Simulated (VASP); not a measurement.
# Ba8Ti8O23 (a cell with a defect) in VASP: single point with PBE

Aim: the single point of Ba8Ti8O23 (a cell with a defect) with PBE.

Everything below comes from runs of VASP 6.6.1. Logs are shortened: lines on timing, memory, paths and dates and some standing lists are left out, and cuts for length are marked.

### 1 The cell of the first run

The cell holds a defect, 39 atoms: a = 7.968 Å, b = 8.037 Å, c = 8.037 Å, α = 89.82°, β = 90.00°, γ = 90.00°.

### 2 Single point, PBE

Input file INCAR:

```
ALGO = Normal
EDIFF = 1E-6
ENCUT = 520
GGA = PE
GGA_COMPAT = False
ISIF = 2
ISMEAR = 0
KPAR = 2
LASPH = True
LCHARG = False
LREAL = Auto
LWAVE = False
NBANDS = 182
NCORE = 2
NELECT = 312.0
NELM = 120
PREC = Accurate
SIGMA = 0.02
```

Input file KPOINTS:

```
k-points
0
Gamma
  2 2 2
```

Input file POSCAR:

```
Ba8Ti8O23
1.0
    7.9682000000      0.0000000000      0.0000000000
    0.0000000000      5.6741000000      5.6916000000
    0.0000000000     -5.6741000000      5.6916000000
Ba Ti O
8 8 23
Direct
    0.0064966118     -0.0035737986      0.0031220427
    0.0055057203     -0.0015300848      0.5028452945
    0.0041336852      0.5084050003      0.0022044730
    0.0046744858      0.5099686764      0.5023173927
    0.4935033882     -0.0035737986      0.0031220427
    0.4944942797     -0.0015300848      0.5028452945
    0.4958663148      0.5084050003      0.0022044730
    0.4953255142      0.5099686764      0.5023173927
    0.2500000000      0.2602237062      0.2584524314
    0.2500000000      0.2593610745      0.7648987247
    0.2500000000      0.7606742366      0.2590708321
    0.2500000000      0.7608787082      0.7577686396
    0.7500000000      0.2581089699      0.2715381743
    0.7500000000      0.2577024083      0.7278386309
    0.7500000000      0.7644361120      0.2586110474
    0.7500000000      0.7645059001      0.7643674026
   -0.0082323774      0.2441344668      0.2360072214
    0.2500000000      0.2453755049      0.4893436999
    0.2500000000      0.4900807223      0.2471011103
   -0.0082155869      0.2432934943      0.7603494240
    0.2500000000      0.2459726855      0.9929862894
    0.2500000000      0.4889331387      0.7453855195
   -0.0006038540      0.7460727421      0.2464805441
    0.2500000000      0.7464842043      0.4929581679
    0.2500000000      0.9915374254      0.2470013779
   -0.0013539698      0.7464668275      0.7447944936
    0.2500000000      0.7465466504      0.9915983067
    0.2500000000      0.9923012206      0.7453915684
    0.5082323774      0.2441344668      0.2360072214
    0.7500000000      0.2512912906      0.4994476825
    0.7500000000      0.4835435031      0.2352832475
    0.5082155869      0.2432934943      0.7603494240
    0.7500000000      0.4829529380      0.7625982219
    0.5006038540      0.7460727421      0.2464805441
    0.7500000000      0.7484851974      0.4897309302
    0.7500000000      0.9996954248      0.2383141808
    0.5013539698      0.7464668275      0.7447944936
    0.7500000000      0.7480404782      0.9927167050
    0.7500000000      1.0000188517      0.7593803374
```

Potentials or basis: VASP PAW PBE potentials, release 64 (Ba_sv, Ti_sv, O).

On the command line:

```console
$ cat potpaw_PBE.64/Ba_sv/POTCAR potpaw_PBE.64/Ti_sv/POTCAR potpaw_PBE.64/O/POTCAR > POTCAR
$ mpirun -np 4 vasp_std > vasp.out
```

OUTCAR:

```text
EDIFF = 1E-6
   ENCUT = 520
   GGA = PE
   ISIF = 2
   ISMEAR = 0
   LASPH = True
   LREAL = Auto
   NELECT = 312.0
   NELM = 120
   PREC = Accurate

 ion  position               nearest neighbor table
   1  0.006  0.996  0.003-  17 2.74  25 2.76  20 2.78  36 2.78  21 2.79  27 2.79  23 2.80  39 2.83
                            28 2.84  38 2.86  26 2.89  12 3.36  16 3.37  11 3.40  15 3.44  10 3.45
   2  0.006  0.998  0.503-  28 2.76  18 2.78  26 2.80  24 2.81  25 2.83  20 2.86  35 2.86  30 2.88
                            23 2.90  39 2.90  17 2.91  36 2.94  11 3.36  15 3.40  12 3.41  14 3.43
   3  0.004  0.508  0.002-  27 2.74  23 2.74  31 2.77  19 2.78  38 2.80  33 2.80  26 2.81  17 2.83
                            22 2.85  21 2.88  20 2.89  10 3.39  12 3.43  16 3.46   9 3.47  11 3.50
   4  0.005  0.510  0.502-  26 2.73  24 2.73  22 2.77  35 2.79  23 2.79  19 2.84  18 2.89  30 2.91
                            33 2.92  31 2.96  20 2.98  17 3.03  14 3.39  13 3.42  11 3.42   9 3.42
   5  0.494  0.996  0.003-  29 2.74  25 2.76  32 2.78  36 2.78  21 2.79  27 2.79  34 2.80  39 2.83
                            28 2.84  38 2.86  37 2.89  12 3.36  16 3.37  11 3.40  15 3.44  10 3.45
   6  0.494  0.998  0.503-  28 2.76  18 2.78  37 2.80  24 2.81  25 2.83  32 2.86  35 2.86  30 2.88
                            34 2.90  39 2.90  29 2.91  36 2.94  11 3.36  15 3.40  12 3.41  14 3.43
   7  0.496  0.508  0.002-  27 2.74  34 2.74  31 2.77  19 2.78  38 2.80  33 2.80  37 2.81  29 2.83
                            22 2.85  21 2.88  32 2.89  10 3.39  12 3.43  16 3.46   9 3.47  11 3.50
   8  0.495  0.510  0.502-  37 2.73  24 2.73  22 2.77  35 2.79  34 2.79  19 2.84  18 2.89  30 2.91
                            33 2.92  31 2.96  32 2.98  29 3.03  14 3.39  13 3.42  11 3.42   9 3.42
   9  0.250  0.260  0.258-  19 1.85  18 1.86  17 2.07  29 2.07  21 2.14  25 2.16   4 3.42   8 3.42
                             7 3.47   3 3.47   2 3.47   6 3.47   5 3.54   1 3.54
  10  0.250  0.259  0.765-  21 1.84  22 1.85  20 2.06  32 2.06  28 2.15  18 2.22   3 3.39   7 3.39
                             5 3.45   1 3.45   4 3.51   8 3.51   2 3.56   6 3.56
  11  0.250  0.761  0.259-  25 1.86  24 1.88  23 2.00  34 2.00  27 2.15  19 2.18   2 3.36   6 3.36
                             5 3.40   1 3.40   4 3.42   8 3.42   7 3.50   3 3.50
  12  0.250  0.761  0.758-  28 1.86  27 1.88  26 2.01  37 2.01  24 2.13  22 2.19   1 3.36   5 3.36
                             2 3.41   6 3.41   3 3.43   7 3.43   4 3.48   8 3.48
  13  0.750  0.258  0.272-  30 1.83  31 1.83  17 1.95  29 1.95  36 2.09   8 3.42   4 3.42   2 3.45
                             6 3.45   3 3.58   7 3.58   1 3.64   5 3.64
  14  0.750  0.258  0.728-  33 1.83  30 1.84  32 1.95  20 1.95  39 2.09   8 3.39   4 3.39   2 3.43
                             6 3.43   3 3.61   7 3.61   1 3.67   5 3.67
  15  0.750  0.764  0.259-  35 1.86  36 1.90  23 2.00  34 2.00  38 2.14  31 2.27   2 3.40   6 3.40
                             5 3.44   1 3.44   4 3.48   8 3.48   7 3.55   3 3.55
  16  0.750  0.765  0.764-  38 1.84  39 1.89  26 1.99  37 1.99  35 2.21  33 2.26   1 3.37   5 3.37
                             3 3.46   7 3.46   6 3.47   2 3.47   4 3.57   8 3.57
  17  0.992  0.244  0.236-  13 1.95   9 2.07   1 2.74   3 2.83   2 2.91   4 3.03
  18  0.250  0.245  0.489-   9 1.86  10 2.22   2 2.78   6 2.78   4 2.89   8 2.89
  19  0.250  0.490  0.247-   9 1.85  11 2.18   3 2.78   7 2.78   4 2.84   8 2.84
  20  0.992  0.243  0.760-  14 1.95  10 2.06   1 2.78   2 2.86   3 2.89   4 2.98
  21  0.250  0.246  0.993-  10 1.84   9 2.14   1 2.79   5 2.79   3 2.88   7 2.88
  22  0.250  0.489  0.745-  10 1.85  12 2.19   4 2.77   8 2.77   7 2.85   3 2.85
[... 15 lines left out ...]
  38  0.750  0.748  0.993-  16 1.84  15 2.14   3 2.80   7 2.80   5 2.86   1 2.86
  39  0.750  0.000  0.759-  16 1.89  14 2.09   1 2.83   5 2.83   2 2.90   6 2.90

  LATTYP: Found a base centered orthorhombic cell.
 ALAT       =    11.3482000000
 B/A-ratio  =     1.0030841896
 C/A-ratio  =     0.7021554079

  Lattice vectors:

 A1 = (   0.0000000000,   5.6741000000,  -5.6916000000)
 A2 = (   0.0000000000,   5.6741000000,   5.6916000000)
 A3 = (   7.9682000000,   0.0000000000,   0.0000000000)

Analysis of symmetry for initial positions (statically):
=====================================================================
 Subroutine PRICEL returns:
 Original cell was already a primitive cell.

 Routine SETGRP: Setting up the symmetry group for a
 base centered orthorhombic supercell.

 Subroutine GETGRP returns: Found  2 space group operations
 (whereof  1 operations were pure point group operations)
 out of a pool of  8 trial point group operations.

The static configuration has the point symmetry C_1 .
 The point group associated with its full space group is C_1h.

Analysis of symmetry for dynamics (positions and initial velocities):
=====================================================================
 Subroutine PRICEL returns:
 Original cell was already a primitive cell.

 Routine SETGRP: Setting up the symmetry group for a
 base centered orthorhombic supercell.

[... 120 lines left out ...]
     0.000000000  0.044059851  0.043924380     0.000000000  0.500000000  0.000000000
     0.000000000 -0.044059851  0.043924380     0.000000000  0.000000000  0.500000000

  Length of vectors
     0.062749429  0.062214320  0.062214320

  Shift w.r.t. Gamma in fractional coordinates (k-lattice)
     0.000000000  0.000000000  0.000000000

 Subroutine IBZKPT returns following result:
 ===========================================

 Found      8 irreducible k-points:

 Following reciprocal coordinates:
            Coordinates               Weight
  0.000000  0.000000  0.000000      1.000000
  0.500000  0.000000  0.000000      1.000000
  0.000000  0.500000  0.000000      1.000000
  0.000000  0.000000  0.500000      1.000000
  0.500000  0.500000  0.000000      1.000000
  0.500000  0.000000  0.500000      1.000000
  0.000000  0.500000  0.500000      1.000000
  0.500000  0.500000  0.500000      1.000000
   k-points           NKPTS =      8   k-points in BZ     NKDIM =      8   number of bands    NBANDS=    182
   number of dos      NEDOS =    301   number of ions     NIONS =     39
   total plane-waves  NPLWV = 216000
   dimension x,y,z NGX =    60 NGY =   60 NGZ =   60
   dimension x,y,z NGXF=   120 NGYF=  120 NGZF=  120
   ions per type =               8   8  23
   NGX,Y,Z   is equivalent  to a cutoff of  12.52, 12.41, 12.41 a.u.
   NGXF,Y,Z  is equivalent  to a cutoff of  25.04, 24.82, 24.82 a.u.
 SYSTEM =  unknown system
   PREC   = accura    normal or accurate (medium, high low for compatibility)
   ISTART =      0    job   : 0-new  1-cont  2-samecut
   ICHARG =      2    charge: 1-file 2-atom 10-const
   ISPIN  =      1    spin polarized calculation?
   LNONCOLLINEAR =      F non collinear calculations
   LSORBIT =      F    spin-orbit coupling
   LASPH  =      T    aspherical Exc in radial PAW
   ENCUT  =  520.0 eV  38.22 Ry    6.18 a.u.  14.82 14.94 14.94*2*pi/ulx,y,z
   NELM   =    120;   NELMIN=  2; NELMDL= -5     # of ELM steps
   EDIFF  = 0.1E-05   stopping-criterion for ELM
   LREAL  =      T    real-space projection
   EDIFFG = 0.1E-04   stopping-criterion for IOM
   NSW    =      0    number of steps for IOM
[... 5 lines left out ...]
   TEBEG  =    0.0;   TEEND  =   0.0 temperature during run
   PSTRESS=    0.0 pullay stress
   NELECT =     312.0000    total number of electrons
   NUPDOWN=      -1.0000    fix difference up-down
   EMIN   =  10.00;   EMAX   =-10.00  energy-range for DOS
   EFERMI =   0.00;   METHOD = LEGACY
   ISMEAR =     0;   SIGMA  =   0.02  broadening in eV -4-tet -1-fermi 0-gaus
   EFERMI_NEDOS =   21; number of points for ismear=-14 and -15
   IALGO  =     38    algorithm
   IMIX   =      4    mixing-type and parameters
     AMIX     =   0.40;   BMIX     =  1.00
     AMIX_MAG =   1.60;   BMIX_MAG =  1.00
  volume/ion in A,a.u.               =      13.20        89.05
  Fermi-wavevector in a.u.,A,eV,Ry     =   1.385540  2.618292 26.119403  1.919722
  Thomas-Fermi vector in A             =   2.509941
   LORBIT       =      0    0 simple, 1 ext, 2 COOP (PROOUT), +10 PAW based schemes
   GGA     = PE    functional components
   LHFCALC =     F    Hartree Fock is set to
   AEXX    =    0.0000 exact exchange contribution
   IVDW    =     0    specifies the selected vdW correction
   LEPSILON=     F    determine dielectric tensor
   LRPA    =     F    only Hartree local field effects (RPA)
 non-spin polarized calculation
 Gauss-broadening in eV      SIGMA  =   0.02
  energy-cutoff  :      520.00
  volume of cell :      514.66
 maximum number of plane-waves:     13884
 NGX is ok and might be reduce to    60
   NGX = 29   NGY = 29   NGZ = 29

 number of electron     311.9999941 magnetization

 Free energy of the ion-electron system (eV)
  ---------------------------------------------------
  ext. energy  EPLUGINS =         0.00000000
  ---------------------------------------------------
  free energy    TOTEN  =      -321.60170582 eV

  energy without entropy =     -321.60170582  energy(sigma->0) =     -321.60170582

 E-fermi :   3.9882     XC(G=0): -11.0570

 val. band max:        3.7543562075   @ k =   0.0000   0.0000   0.0000
 cond. band min:       5.8410403567   @ k =   0.0000   0.0000   0.0000
 fundamental gap:      2.0866841492
 Fermi energy:         3.9882254349

 k-point     1 :       0.0000    0.0000    0.0000
  band No.  band energies     occupation
      1     -52.8307      2.00000
      2     -52.8223      2.00000
      3     -52.7433      2.00000
      4     -52.7421      2.00000
      5     -52.7215      2.00000
      6     -52.7168      2.00000
[... 1357 lines left out ...]
    167       7.0457      0.00000
    168       7.0661      0.00000
 [bands above 168 left out]

------------------------ aborting loop because EDIFF is reached ----------------------------------------

  FORCE on cell =-STRESS in cart. coord.  units (eV):
  Direction    XX          YY          ZZ          XY          YZ          ZX
  --------------------------------------------------------------------------------------
  -------------------------------------------------------------------------------------
  Total       -2.0960009      5.8213064      5.9395033      0.0000000     -1.6327359      0.0000000
  in kB       -6.5249994     18.1221393     18.4900944      0.0000000     -5.0828226      0.0000000
  external PRESSURE =      10.0290781 kB  Pullay stress =       0.0000000 kB

 VOLUME and BASIS-vectors are now :
 -----------------------------------------------------------------------------
  energy-cutoff  :      520.00
  volume of cell :      514.66
      direct lattice vectors                 reciprocal lattice vectors
     7.968200000  0.000000000  0.000000000     0.125498858  0.000000000  0.000000000
     0.000000000  5.674100000  5.691600000     0.000000000  0.088119702  0.087848760
     0.000000000 -5.674100000  5.691600000     0.000000000 -0.088119702  0.087848760

 POSITION                                       TOTAL-FORCE (eV/Angst)
 -----------------------------------------------------------------------------------
      0.05177      5.63611      5.68903        -0.034747      0.025427     -0.008133
      0.04387      2.81222      8.54489        -0.048154      0.028540      0.002387
      0.03294      2.87223      2.90618        -0.016438     -0.016849     -0.053772
      0.03725      0.04341      5.76153        -0.046808     -0.041713     -0.059071
      3.93233      5.63611      5.68903         0.034747      0.025427     -0.008133
      3.94023      2.81222      8.54489         0.048154      0.028540      0.002387
[... 31 lines left out ...]
      5.97615     -1.38832      9.90769        -0.000000     -0.040741      0.050826
      5.97615     -4.30869      4.32220        -0.000000      0.037961      0.027598
 -----------------------------------------------------------------------------------
    total drift:                                0.000000     -0.021587     -0.077411

  FREE ENERGIE OF THE ION-ELECTRON SYSTEM (eV)
  ---------------------------------------------------
  free  energy   TOTEN  =      -321.6017058237 eV

  energy  without entropy=     -321.6017058237  energy(sigma->0) =     -321.60170582
```

Wall time 12 min (4 MPI ranks of Intel Xeon Platinum 8259CL at 2.50GHz (Skylake/Cascade Lake), shared host); peak memory 0.49 GiB.

What came out:

| Quantity | Value |
| --- | --- |
| Free energy | -321.6017 eV |
| Largest force | 0.101 eV/Å |

Forces on the atoms (eV/Å):
```
Ba  -0.035  0.025 -0.008
Ba  -0.048  0.029  0.002
Ba  -0.016 -0.017 -0.054
Ba  -0.047 -0.042 -0.059
Ba   0.035  0.025 -0.008
Ba   0.048  0.029  0.002
Ba   0.016 -0.017 -0.054
Ba   0.047 -0.042 -0.059
Ti   0.000 -0.007 -0.086
Ti   0.000  0.018 -0.083
Ti   0.000 -0.015 -0.068
Ti   0.000 -0.008 -0.083
Ti   0.000 -0.006 -0.075
Ti   0.000 -0.077  0.000
Ti   0.000 -0.003 -0.076
Ti   0.000  0.012 -0.100
O    0.007 -0.008  0.032
O    0.000 -0.040  0.056
O    0.000  0.032  0.051
O    0.009  0.019  0.003
O    0.000 -0.039  0.055
O    0.000  0.043  0.050
O   -0.002  0.000  0.021
O    0.000 -0.013  0.042
O    0.000  0.026  0.053
O   -0.003  0.001  0.021
O    0.000 -0.034  0.045
O    0.000  0.027  0.045
O   -0.007 -0.008  0.032
O    0.000  0.005 -0.008
O    0.000  0.032  0.055
O   -0.009  0.019  0.003
O    0.000  0.052  0.037
O    0.002  0.000  0.021
O    0.000 -0.041  0.052
O    0.000  0.023  0.044
O    0.003  0.001  0.021
O    0.000 -0.041  0.051
O    0.000  0.038  0.028
```

Levels at points of the mesh, in eV from the Fermi level:
```tsv
k point	band 153	band 154	band 155	band 156	band 157	band 158	band 159	band 160
(0.00, 0.00, 0.00)	-0.44	-0.31	-0.29	-0.23	1.85	1.95	2.05	2.08
(0.50, 0.00, 0.00)	-0.70	-0.67	-0.63	-0.44	2.01	2.22	2.23	2.47
(0.00, 0.50, 0.00)	-0.73	-0.68	-0.66	-0.30	1.91	2.02	2.22	2.41
(0.00, 0.00, 0.50)	-0.76	-0.72	-0.28	-0.26	2.00	2.03	2.19	2.31
(0.50, 0.50, 0.00)	-0.78	-0.76	-0.70	-0.66	2.17	2.26	2.47	2.56
(0.50, 0.00, 0.50)	-0.79	-0.79	-0.69	-0.67	2.16	2.41	2.57	2.60
(0.00, 0.50, 0.50)	-0.82	-0.79	-0.70	-0.67	2.22	2.28	2.67	2.71
(0.50, 0.50, 0.50)	-0.87	-0.81	-0.77	-0.72	2.21	2.42	2.71	2.73
```

Caveat: the cell carries a net charge on a neutralising background, which shifts energy and pressure; the cell is charged against a uniform background, so pressure and absolute levels hang on convention; spin-orbit coupling is left out, which moves the levels of the heavy elements.
